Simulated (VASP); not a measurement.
Write the native input for VASP 6.6.1 that does the following.

```
Task                   : single point
Functional             : PBE exchange alone
Potentials or basis    : VASP PAW PBE potentials, release 64 (Zn, O)
Cutoff                 : 520 eV
k mesh                 : 9 × 9 × 5
Occupations            : fermi-dirac, width 0.05 eV
Spin                   : no spin polarisation
Dipole correction      : no
Further INCAR settings : ALGO = Normal; EDIFF = 1e-07; NBANDS = 26
```

The structure of ZnO (zincite) lies in POSCAR:

```
ZnO
1.0
    3.1829769797      0.0000000000      0.0000000000
   -1.5914884899      2.7565389241      0.0000000000
    0.0000000000      0.0000000000      5.0994402224
Zn O
2 2
Direct
    0.6666666667      0.3333333333      0.0000000000
    0.3333333333      0.6666666667      0.5000000000
    0.3333333333      0.6666666667      0.8790100000
    0.6666666667      0.3333333333      0.3790100000
```

One way to write it, as run:

INCAR

```
PREC = Accurate
ENCUT = 520
EDIFF = 1E-7
ISMEAR = -1
SIGMA = 0.05
LREAL = F
LASPH = T
NELM = 100
ALGO = Normal
ISIF = 2
LWAVE = F
LCHARG = F
GGA = PE
ALDAC = 0.0
AGGAC = 0.0
NBANDS = 26
```

KPOINTS

```
Automatic mesh
0
Gamma
  9 9 5
```

Potentials or basis: VASP PAW PBE potentials, release 64 (Zn, O).

Run with:

```sh
$ cat potpaw_PBE.64/Zn/POTCAR potpaw_PBE.64/O/POTCAR > POTCAR
$ mpirun -np 1 vasp_std > vasp.out
```

Results of the run:

```json
{"Pressure": "34.5 GPa", "Largest force": "0.107 eV/Å", "Band gap on the k mesh": "1.02 eV, direct"}
```

It took 15 s on 1 thread of Intel(R) Xeon(R) 6975P-C (Granite Rapids) (shared host), peak memory 0.17 GiB.
